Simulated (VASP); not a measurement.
# GaSb in VASP: further runs

Aim: see how the results for GaSb move with the level of theory and the settings. Levels: PBE, r2SCAN. Tasks: single point.

All numbers are computed with VASP 6.6.1; they aren't measurements. Logs are shortened: lines on timing, memory, paths and dates and some standing lists are left out, and cuts for length are marked.

### Step 1. The cell of the first run

It takes space group F-43m (No. 216, cubic). Conventional cell: a = 6.332 Å, b = 6.332 Å, c = 6.332 Å, α = 90.00°, β = 90.00°, γ = 90.00°. Within 3.6 Å of Ga (site symmetry -43m) lie 4 Sb at 2.74 Å. Sb (site symmetry -43m) has 4 Ga at 2.74 Å within 3.6 Å.

### Step 2. Single point, PBE (strain +3.3%)

INCAR reads:

```
SYSTEM = GaSb
  PREC = Accurate
  ENCUT = 520
  EDIFF = 1E-6
  ISMEAR = -1
  SIGMA = 0.02
  LREAL = .FALSE.
  LASPH = .TRUE.
  NELM = 60
  ALGO = Normal
  ISIF = 2
  LWAVE = .FALSE.
  LCHARG = .FALSE.
  GGA = PE
  NBANDS = 16
```

KPOINTS reads:

```
regular mesh
0
G
  8 8 8
  0 0 0
```

POSCAR reads:

```
GaSb
1.0
    0.0000000000      3.1661330359      3.1661330359
    3.1661330359      0.0000000000      3.1661330359
    3.1661330359      3.1661330359      0.0000000000
Ga Sb
1 1
Direct
    0.0000000000      0.0000000000      0.0000000000
    0.2500000000      0.2500000000      0.2500000000
```

Potentials or basis: VASP PAW PBE potentials, release 64 (Ga_d, Sb).

Command:

```console
$ cat potpaw_PBE.64/Ga_d/POTCAR potpaw_PBE.64/Sb/POTCAR > POTCAR
$ mpirun -np 1 vasp_std > vasp.out
```

OUTCAR:

```text
SYSTEM = GaSb
   PREC = Accurate
   ENCUT = 520
   EDIFF = 1E-6
   ISMEAR = -1
   LREAL = .FALSE.
   LASPH = .TRUE.
   NELM = 60
   ISIF = 2
   GGA = PE

 ion  position               nearest neighbor table
   1  0.000  0.000  0.000-   2 2.74   2 2.74   2 2.74   2 2.74
   2  0.250  0.250  0.250-   1 2.74   1 2.74   1 2.74   1 2.74

  LATTYP: Found a face centered cubic cell.
 ALAT       =     6.3322660718

  Lattice vectors:

 A1 = (   0.0000000000,   3.1661330359,   3.1661330359)
 A2 = (   3.1661330359,   0.0000000000,   3.1661330359)
 A3 = (   3.1661330359,   3.1661330359,   0.0000000000)

Analysis of symmetry for initial positions (statically):
=====================================================================
 Subroutine PRICEL returns:
 Original cell was already a primitive cell.

 Routine SETGRP: Setting up the symmetry group for a
 face centered cubic supercell.

 Subroutine GETGRP returns: Found 24 space group operations
 (whereof 24 operations were pure point group operations)
 out of a pool of 48 trial point group operations.

The static configuration has the point symmetry T_d .

Analysis of symmetry for dynamics (positions and initial velocities):
=====================================================================
 Subroutine PRICEL returns:
 Original cell was already a primitive cell.

 Routine SETGRP: Setting up the symmetry group for a
 face centered cubic supercell.

 Subroutine GETGRP returns: Found 24 space group operations
 (whereof 24 operations were pure point group operations)
 out of a pool of 48 trial point group operations.

The dynamic configuration has the point symmetry T_d .

 Subroutine INISYM returns: Found 24 space group operations
 (whereof 24 operations are pure point group operations),
 and found     1 'primitive' translations

----------------------------------------------------------------------------------------

                                     Primitive cell

  volume of cell :      63.4772

  direct lattice vectors                    reciprocal lattice vectors
     0.000000000  3.166133036  3.166133036    -0.157921349  0.157921349  0.157921349
     3.166133036  0.000000000  3.166133036     0.157921349 -0.157921349  0.157921349
     3.166133036  3.166133036  0.000000000     0.157921349  0.157921349 -0.157921349

  length of vectors
     4.477588280  4.477588280  4.477588280     0.273527800  0.273527800  0.273527800

  position of ions in fractional coordinates (direct lattice)
     0.000000000  0.000000000  0.000000000
     0.250000000  0.250000000  0.250000000

  ion indices of the primitive-cell ions
   primitive index   ion index
                 1           1
                 2           2

----------------------------------------------------------------------------------------

 KPOINTS: regular mesh

Automatic generation of k-mesh.
 Grid dimensions read from file:
 generate k-points for:    8    8    8

 Generating k-lattice:

  Cartesian coordinates                     Fractional coordinates (reciprocal lattice)
    -0.019740169  0.019740169  0.019740169     0.125000000  0.000000000  0.000000000
     0.019740169 -0.019740169  0.019740169     0.000000000  0.125000000  0.000000000
     0.019740169  0.019740169 -0.019740169     0.000000000  0.000000000  0.125000000

  Length of vectors
     0.034190975  0.034190975  0.034190975

  Shift w.r.t. Gamma in fractional coordinates (k-lattice)
     0.000000000  0.000000000  0.000000000

 Subroutine IBZKPT returns following result:
 ===========================================

 Found     29 irreducible k-points:

 Following reciprocal coordinates:
            Coordinates               Weight
  0.000000  0.000000  0.000000      1.000000
  0.125000  0.000000  0.000000      8.000000
  0.250000  0.000000  0.000000      8.000000
  0.375000  0.000000  0.000000      8.000000
  0.500000  0.000000  0.000000      4.000000
  0.125000  0.125000  0.000000      6.000000
[... 16 lines left out ...]
  0.500000  0.250000  0.125000     48.000000
 -0.375000  0.250000  0.125000     24.000000
 [... further k-points ...]
   k-points           NKPTS =     29   k-points in BZ     NKDIM =     29   number of bands    NBANDS=     16
   number of dos      NEDOS =    301   number of ions     NIONS =      2
   total plane-waves  NPLWV =  46656
   dimension x,y,z NGX =    36 NGY =   36 NGZ =   36
   dimension x,y,z NGXF=    72 NGYF=   72 NGZF=   72
   ions per type =               1   1
   NGX,Y,Z   is equivalent  to a cutoff of  13.37, 13.37, 13.37 a.u.
   NGXF,Y,Z  is equivalent  to a cutoff of  26.73, 26.73, 26.73 a.u.
 SYSTEM =  GaSb
   PREC   = accura    normal or accurate (medium, high low for compatibility)
   ISTART =      0    job   : 0-new  1-cont  2-samecut
   ICHARG =      2    charge: 1-file 2-atom 10-const
   ISPIN  =      1    spin polarized calculation?
   LNONCOLLINEAR =      F non collinear calculations
   LSORBIT =      F    spin-orbit coupling
   LASPH  =      T    aspherical Exc in radial PAW
   ENCUT  =  520.0 eV  38.22 Ry    6.18 a.u.   8.33  8.33  8.33*2*pi/ulx,y,z
   NELM   =     60;   NELMIN=  2; NELMDL= -5     # of ELM steps
   EDIFF  = 0.1E-05   stopping-criterion for ELM
   LREAL  =      F    real-space projection
[... 7 lines left out ...]
   TEBEG  =    0.0;   TEEND  =   0.0 temperature during run
   PSTRESS=    0.0 pullay stress
   NELECT =      18.0000    total number of electrons
   NUPDOWN=      -1.0000    fix difference up-down
   EMIN   =  10.00;   EMAX   =-10.00  energy-range for DOS
   EFERMI =   0.00;   METHOD = LEGACY
   ISMEAR =    -1;   SIGMA  =   0.02  broadening in eV -4-tet -1-fermi 0-gaus
   EFERMI_NEDOS =   21; number of points for ismear=-14 and -15
   IALGO  =     38    algorithm
   IMIX   =      4    mixing-type and parameters
     AMIX     =   0.40;   BMIX     =  1.00
     AMIX_MAG =   1.60;   BMIX_MAG =  1.00
  volume/ion in A,a.u.               =      31.74       214.18
  Fermi-wavevector in a.u.,A,eV,Ry     =   1.075540  2.032476 15.739029  1.156786
  Thomas-Fermi vector in A             =   2.211399
   LORBIT       =      0    0 simple, 1 ext, 2 COOP (PROOUT), +10 PAW based schemes
   GGA     = PE    functional components
   LHFCALC =     F    Hartree Fock is set to
   AEXX    =    0.0000 exact exchange contribution
   IVDW    =     0    specifies the selected vdW correction
   LEPSILON=     F    determine dielectric tensor
   LRPA    =     F    only Hartree local field effects (RPA)
 non-spin polarized calculation
  energy-cutoff  :      520.00
  volume of cell :       63.48
 maximum number of plane-waves:      1727
 NGX is ok and might be reduce to    36
   NGX = 17   NGY = 17   NGZ = 17

 number of electron      18.0000009 magnetization

 Free energy of the ion-electron system (eV)
  ---------------------------------------------------
  ext. energy  EPLUGINS =         0.00000000
  ---------------------------------------------------
  free energy    TOTEN  =        -7.34261437 eV

  energy without entropy =       -7.34246474  energy(sigma->0) =       -7.34253956

 E-fermi :   3.8882     XC(G=0):  -8.6441

 val. band max:        3.8743477157   @ k =   0.0000   0.0000   0.0000
 cond. band min:       4.0795892926   @ k =   0.5000   0.0000   0.0000
 fundamental gap:      0.2052415769
 Fermi energy:         3.8882083844

 k-point     1 :       0.0000    0.0000    0.0000
  band No.  band energies     occupation
      1     -10.9908      2.00000
      2     -10.9908      2.00000
      3     -10.9908      2.00000
      4     -10.9551      2.00000
      5     -10.9551      2.00000
      6      -6.9316      2.00000
[... 8 lines left out ...]
     15      12.2685      0.00000
     16      12.2685      0.00000

 k-point     2 :       0.1250    0.0000    0.0000
  band No.  band energies     occupation
      1     -10.9934      2.00000
      2     -10.9896      2.00000
      3     -10.9896      2.00000
      4     -10.9552      2.00000
      5     -10.9552      2.00000
      6      -6.7916      2.00000
[... 8 lines left out ...]
     15      11.5814      0.00000
     16      11.5814      0.00000

 k-point     3 :       0.2500    0.0000    0.0000
  band No.  band energies     occupation
      1     -10.9997      2.00000
      2     -10.9868      2.00000
      3     -10.9868      2.00000
      4     -10.9553      2.00000
      5     -10.9553      2.00000
      6      -6.3964      2.00000
[... 8 lines left out ...]
     15      11.3684      0.00000
     16      11.3684      0.00000

 k-point     4 :       0.3750    0.0000    0.0000
  band No.  band energies     occupation
      1     -11.0059      2.00000
      2     -10.9844      2.00000
      3     -10.9844      2.00000
      4     -10.9550      2.00000
      5     -10.9550      2.00000
      6      -5.8625      2.00000
[... 8 lines left out ...]
     15      12.2037      0.00000
     16      12.2037      0.00000

 k-point     5 :       0.5000    0.0000    0.0000
  band No.  band energies     occupation
      1     -11.0085      2.00000
      2     -10.9835      2.00000
      3     -10.9835      2.00000
      4     -10.9548      2.00000
      5     -10.9548      2.00000
      6      -5.5580      2.00000
[... 8 lines left out ...]
     15      13.2842      0.00000
     16      13.4116      0.00000

 k-point     6 :       0.1250    0.1250    0.0000
  band No.  band energies     occupation
      1     -10.9956      2.00000
      2     -10.9884      2.00000
      3     -10.9884      2.00000
      4     -10.9560      2.00000
      5     -10.9547      2.00000
      6      -6.7442      2.00000
[... 8 lines left out ...]
     15      10.6757      0.00000
     16      12.4608      0.00000
[... 267 lines left out ...]
 k-point    21 :       0.5000    0.5000    0.0000
  band No.  band energies     occupation
      1     -11.0210      2.00000
      2     -10.9742      2.00000
      3     -10.9742      2.00000
      4     -10.9626      2.00000
      5     -10.9520      2.00000
      6      -4.8745      2.00000
[... 8 lines left out ...]
     15      13.9349      0.00000
     16      14.7671      0.00000

 k-point    22 :       0.3750    0.2500    0.1250
  band No.  band energies     occupation
      1     -11.0064      2.00000
      2     -10.9836      2.00000
      3     -10.9826      2.00000
      4     -10.9576      2.00000
      5     -10.9540      2.00000
      6      -6.0529      2.00000
[... 8 lines left out ...]
     15      12.6014      0.00000
     16      12.8248      0.00000

 k-point    23 :       0.5000    0.2500    0.1250
  band No.  band energies     occupation
      1     -11.0106      2.00000
      2     -10.9819      2.00000
      3     -10.9803      2.00000
      4     -10.9575      2.00000
      5     -10.9543      2.00000
      6      -5.5462      2.00000
[... 8 lines left out ...]
     15      12.3126      0.00000
     16      13.7109      0.00000

 k-point    24 :      -0.3750    0.2500    0.1250
  band No.  band energies     occupation
      1     -11.0122      2.00000
      2     -10.9815      2.00000
      3     -10.9793      2.00000
      4     -10.9570      2.00000
      5     -10.9548      2.00000
      6      -5.2596      2.00000
[... 8 lines left out ...]
     15      13.3286      0.00000
     16      13.6155      0.00000

 [... further k-points ...]
[... 5 lines left out ...]
  --------------------------------------------------------------------------------------
  -------------------------------------------------------------------------------------
  Total       -0.8515651     -0.8515651     -0.8515651     -0.0000000      0.0000000     -0.0000000
  in kB      -21.4936898    -21.4936898    -21.4936898     -0.0000000      0.0000000     -0.0000000
  external PRESSURE =     -21.4936898 kB  Pullay stress =       0.0000000 kB

 VOLUME and BASIS-vectors are now :
 -----------------------------------------------------------------------------
  energy-cutoff  :      520.00
  volume of cell :       63.48
      direct lattice vectors                 reciprocal lattice vectors
     0.000000000  3.166133036  3.166133036    -0.157921349  0.157921349  0.157921349
     3.166133036  0.000000000  3.166133036     0.157921349 -0.157921349  0.157921349
     3.166133036  3.166133036  0.000000000     0.157921349  0.157921349 -0.157921349

 POSITION                                       TOTAL-FORCE (eV/Angst)
 -----------------------------------------------------------------------------------
      0.00000      0.00000      0.00000         0.000000     -0.000000     -0.000000
      1.58307      1.58307      1.58307        -0.000000      0.000000      0.000000
 -----------------------------------------------------------------------------------
    total drift:                                0.000001      0.000001      0.000001

  FREE ENERGIE OF THE ION-ELECTRON SYSTEM (eV)
  ---------------------------------------------------
  free  energy   TOTEN  =        -7.3426143750 eV

  energy  without entropy=       -7.3424647429  energy(sigma->0) =       -7.34253956
```

It took 18 s on 1 thread of AMD EPYC 9R45 (Zen 5), shared host; peak memory 0.18 GiB.

What came out:

```yaml
Free_energy: -7.3426 eV
Pressure: -2.1 GPa
Band_gap_on_the_k_mesh: zero (filled and empty bands touch)
```

Levels at points of the mesh, in eV from the Fermi level:
```
           k point  band 6  band 7  band 8  band 9  band 10  band 11  band 12  band 13
(0.00, 0.00, 0.00)  -10.82   -0.68   -0.01   -0.01    -0.01     2.78     2.78     2.78
(0.50, 0.00, 0.00)   -9.45   -5.91   -1.01   -1.01     0.19     3.72     3.72     6.49
(0.50, 0.50, 0.00)   -8.76   -6.38   -2.25   -2.25     0.98     1.42     8.01     8.01
```

Caveat: the cell differs from its parent crystal (strain +3.3%); spin-orbit coupling is left out, which moves the levels of the heavy elements.

### Step 3. Single point, r2SCAN (strain +3.3%)

POSCAR is that of step 2.

INCAR.step1 reads:

```
SYSTEM = GaSb
PREC     = Accurate       ! precision mode
ENCUT    = 520            ! plane-wave cutoff, eV
ISMEAR   = -1             ! smearing method
SIGMA    = 0.02           ! smearing width, eV
LREAL    = .FALSE.        ! projectors in reciprocal space
LASPH    = .TRUE.         ! aspherical terms in the spheres
NELM     = 80             ! most SCF steps
NBANDS   = 16             ! bands
GGA      = PE             ! functional
ALGO     = Normal         ! electronic algorithm
EDIFF    = 1E-4           ! SCF threshold, eV
LWAVE    = .TRUE.         ! write WAVECAR
LCHARG   = .FALSE.        ! write CHGCAR
```

INCAR.step2 reads:

```
SYSTEM = GaSb
PREC     = Accurate       ! precision mode
ENCUT    = 520            ! plane-wave cutoff, eV
EDIFF    = 1E-6           ! SCF threshold, eV
ISMEAR   = -1             ! smearing method
SIGMA    = 0.02           ! smearing width, eV
LREAL    = .FALSE.        ! projectors in reciprocal space
LASPH    = .TRUE.         ! aspherical terms in the spheres
NELM     = 80             ! most SCF steps
ALGO     = Normal         ! electronic algorithm
ISIF     = 2              ! what is computed and relaxed
LWAVE    = .FALSE.        ! write WAVECAR
LCHARG   = .FALSE.        ! write CHGCAR
METAGGA  = R2SCAN         ! meta-GGA
LMIXTAU  = .TRUE.       
NBANDS   = 16             ! bands
ISTART   = 1
```

KPOINTS reads:

```
Automatic mesh
0
G
  8 8 8
  0 0 0
```

Potentials or basis: VASP PAW PBE potentials, release 64 (Ga_d, Sb).

Command:

```console
$ cat potpaw_PBE.64/Ga_d/POTCAR potpaw_PBE.64/Sb/POTCAR > POTCAR
$ cp INCAR.step1 INCAR
$ mpirun -np 1 vasp_std > vasp.out
$ cp INCAR.step2 INCAR
$ mpirun -np 1 vasp_std > vasp.out
```

Run time: 66 s. Hardware: 1 thread of AMD EPYC 9R45 (Zen 5), shared host; peak memory 0.2 GiB.

It converged, with:

```
Free energy            : -37.5221 eV
Pressure               : -4.0 GPa
Band gap on the k mesh : zero (filled and empty bands touch)
```

Levels at points of the mesh, in eV from the Fermi level:
```
           k point  band 7  band 8  band 9  band 10  band 11  band 12
(0.00, 0.00, 0.00)   -0.32   -0.01   -0.01    -0.01     2.99     2.99
(0.50, 0.00, 0.00)   -6.10   -1.06   -1.06     0.44     3.99     3.99
(0.50, 0.50, 0.00)   -6.60   -2.36   -2.36     1.19     1.64     8.56
```

Caveat: the cell differs from its parent crystal (strain +3.3%); the PAW data sets were made with another functional, which shifts forces and pressure a little; spin-orbit coupling is left out, which moves the levels of the heavy elements.

### Step 4. Single point, r2SCAN (biaxial xy strain -1.9%)

POSCAR reads:

```
GaSb
1.0
    0.0000000000      3.0060941626      3.0658787992
    3.0060941626      0.0000000000      3.0658787992
    3.0060941626      3.0060941626      0.0000000000
Ga Sb
1 1
Direct
    0.0000000000      0.0000000000      0.0000000000
    0.2500000000      0.2500000000      0.2500000000
```

INCAR.step1 reads:

```
PREC = Accurate ; ENCUT = 520
ISMEAR = 0 ; SIGMA = 0.01
LREAL = F ; LASPH = T
NELM = 80 ; NBANDS = 16
GGA = PE ; ALGO = Normal
EDIFF = 1E-4 ; LWAVE = T
LCHARG = F
```

INCAR.step2 reads:

```
PREC = Accurate ; ENCUT = 520
EDIFF = 1E-6 ; ISMEAR = 0
SIGMA = 0.01 ; LREAL = F
LASPH = T ; NELM = 80
ALGO = Normal ; ISIF = 2
LWAVE = F ; LCHARG = F
METAGGA = R2SCAN ; LMIXTAU = T
NBANDS = 16 ; ISTART = 1
```

KPOINTS reads:

```
Automatic mesh
0
Gamma
  8 8 8
```

Command:

```console
$ cat potpaw_PBE.64/Ga_d/POTCAR potpaw_PBE.64/Sb/POTCAR > POTCAR
$ cp INCAR.step1 INCAR
$ mpirun -np 1 vasp_std > vasp.out
$ cp INCAR.step2 INCAR
$ mpirun -np 1 vasp_std > vasp.out
```

Run time: 79 s. Hardware: 1 thread of AMD EPYC 9R45 (Zen 5), shared host; peak memory 0.19 GiB.

The run converged. Its results:

| Property | Result |
| --- | --- |
| Free energy | -37.5816 eV |
| Pressure | 2.4 GPa |
| Band gap on the k mesh | 0.65 eV, direct |

Stress tensor (GPa, compression positive):
```
2.75 0.00 0.00
0.00 2.75 0.00
0.00 0.00 1.74
```

Levels at points of the mesh, in eV from the valence-band top:
```tsv
k point	band 6	band 7	band 8	band 9	band 10	band 11	band 12	band 13
(0.00, 0.00, 0.00)	-12.22	-0.13	0.00	0.00	0.65	2.90	2.90	2.97
(0.50, 0.00, 0.00)	-10.41	-6.80	-1.40	-1.23	0.71	3.92	4.02	6.87
(0.50, 0.50, 0.00)	-9.52	-7.32	-2.78	-2.78	1.15	1.47	9.44	9.44
(0.50, 0.00, 0.50)	-9.44	-7.22	-2.91	-2.89	0.99	1.33	9.42	9.43
```

Caveat: the cell differs from its parent crystal (biaxial xy strain -1.9%); the PAW data sets were made with another functional, which shifts forces and pressure a little; spin-orbit coupling is left out, which moves the levels of the heavy elements.

### Step 5. The runs side by side

| level | cell | smearing | gap on the mesh (eV) | pressure (GPa) |
| --- | --- | --- | --- | --- |
| PBE | a = 4.478 Å, angles 60.0°, 2 atoms | fermi-dirac 0.02 eV | none | -2.1 |
| r2SCAN | a = 4.478 Å, angles 60.0°, 2 atoms | fermi-dirac 0.02 eV | none | -4.0 |
| r2SCAN | a = 4.294, b = 4.294, c = 4.251 Å, angles 60.3, 60.3, 59.3°, 2 atoms | gaussian 0.01 eV | 0.65 | 2.4 |

Alike in all rows: task single point; potentials or basis VASP PAW PBE potentials, release 64 (Ga_d, Sb); no spin polarisation; k mesh 8 × 8 × 8; cutoff (eV) 520.

Caveats: spin-orbit coupling is left out, which moves the levels of the heavy elements; the PAW data sets were made with another functional, which shifts forces and pressure a little (some runs).

Total energies depend on the potentials used, so only differences within one code and one set of settings carry meaning.
